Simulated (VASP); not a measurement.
## As: relaxation of shape and atoms at fixed volume with PBE

The system is As.

```
CELL_PARAMETERS angstrom
2.23187 0.00000 0.00000
-1.11593 1.93285 0.00000
0.00000 0.00000 2.09232
ATOMIC_POSITIONS crystal
As 0.00000 0.00000 0.00000
```

| Item | Value |
| --- | --- |
| Program | VASP 6.6.1 |
| Task | relaxation of shape and atoms at fixed volume |
| Functional | PBE |
| Potentials or basis | VASP PAW PBE potentials, release 64 (As) |
| Cutoff | 600 eV |
| k mesh | 15 × 15 × 14 |
| Occupations | fermi-dirac, width 0.05 eV |
| Spin | no spin polarisation |
| Dipole correction | no |
| Further INCAR settings | ALGO = Normal; EDIFF = 1e-07; IBRION = 2; EDIFFG = -0.005; NSW = 50; ISIF = 4 |

The energy gained by relaxing is 0.9 meV/atom, the ionic steps are 4 and the pressure after relaxing is 354.8 GPa.

Stress tensor (GPa, compression positive):
```
354.78   0.00   0.00
  0.00 354.78   0.00
  0.00   0.00 354.90
```

Step by step:
| step | energy change (eV) | largest force (eV/Å) | pressure (GPa) | volume (Å³) |
| --- | --- | --- | --- | --- |
| 1 | 0.0000 | 0.0000 | 354.74 | 9.03 |
| 2 | 0.0262 | 0.0000 | 356.66 | 9.03 |
| 3 | -0.0009 | 0.0000 | 354.80 | 9.03 |
| 4 | -0.0009 | 0.0000 | 354.82 | 9.03 |

Final structure:
```xyz
1
Lattice="2.2353 0.0000 0.0000 -1.1177 1.9359 0.0000 0.0000 0.0000 2.0858" Properties=species:S:1:pos:R:3 pbc="T T T"
As    2.2353    0.0000    0.0000
```

Levels at points of the mesh, in eV from the Fermi level:
```csv
k point,band 1,band 2,band 3,band 4,band 5,band 6
"(0.00, 0.00, 0.00)",-25.88,7.32,9.75,11.44,11.44,15.26
"(0.00, 0.00, 0.50)",-17.69,-16.09,19.29,19.29,20.47,20.47
```

Wall time 21 s on 1 thread of Intel(R) Xeon(R) Platinum 8375C CPU @ 2.90GHz (Ice Lake), on a shared host, peak memory 0.13 GiB.
